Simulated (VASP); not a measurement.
# Sn: single point with LDA

Sn:

```
Sn
1.0
     0.00000    3.23808    3.23808
     3.23808    0.00000    3.23808
     3.23808    3.23808    0.00000
Sn
2
Direct
  0.50000 0.50000 0.50000
  0.75000 0.75000 0.75000
```

```
Program             : VASP 6.6.1
Task                : single point
Functional          : LDA
Potentials or basis : VASP PAW LDA potentials, release 64 (Sn_d)
Cutoff              : 520 eV
k mesh              : 5 × 5 × 5
Occupations         : fermi-dirac, width 0.1 eV
Spin                : no spin polarisation
```

```json
{
 "Pressure": "0.2 GPa",
 "Band gap on the k mesh": "zero (band 14 reaches 5.53 eV, above the bottom of band 15 at 5.42 eV)"
}
```

Levels at points of the mesh, in eV from the Fermi level:
```
           k point  band 12  band 13  band 14  band 15  band 16  band 17
(0.00, 0.00, 0.00)    -0.62     0.22     0.22     0.22     2.27     2.27
```

Wall time 22 s on 1 thread of Intel Xeon 8259CL, on a shared host, peak memory 0.17 GiB.

Caveat: spin-orbit coupling is left out, which moves the levels of the heavy elements.
